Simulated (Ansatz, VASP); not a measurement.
AlNi in VASP and in Ansatz

```
Al Ni
1.0
     2.02120   -2.02115    0.00000
     2.02120    2.02115    0.00000
     0.00000    0.00000    2.86887
Al Ni
1 1
Direct
  0.99335 0.00000 0.98675
  0.50306 0.50000 0.50609
```

Change from the starting cell: mode 4 frozen in at -0.019 Å and mode 6 at -0.038 Å (largest displacements).

Alike in both runs: task single point; functional PBEsol; k mesh 16 × 16 × 16; occupations gaussian, width 0.15 eV; no spin polarisation.

```csv
,VASP,Ansatz
version,VASP 6.6.1,Ansatz 0.2.0
potentials or method,"VASP PAW PBE potentials, release 64 (Al, Ni), cutoff 520 eV","scalar-relativistic, plane waves, PAW"
valence electrons in the cell,13,21
```

```csv
,VASP,Ansatz,Ansatz less VASP
gap on the k mesh at the Fermi level (eV),none,none,-
pressure (GPa),0.5,0.3,-0.19
"traceless stress, the component that is largest in VASP (GPa)",-0.32,-0.31,+0.007
rms of the force components (eV/Å),0.225,0.223,-0.0021
```

VASP's potentials were made for PBE, not for PBEsol, and Ansatz warns of the same on its side. Atom by atom the forces differ by 0.002 eV/Å (rms over components). A gap of «none» marks a metal or a gap that the smearing closes. VASP's potentials hold 13 valence electrons a cell and Ansatz's 21, so a difference there can come from the potentials and not from the codes. Ansatz's warnings: near symmetry operations not taken.
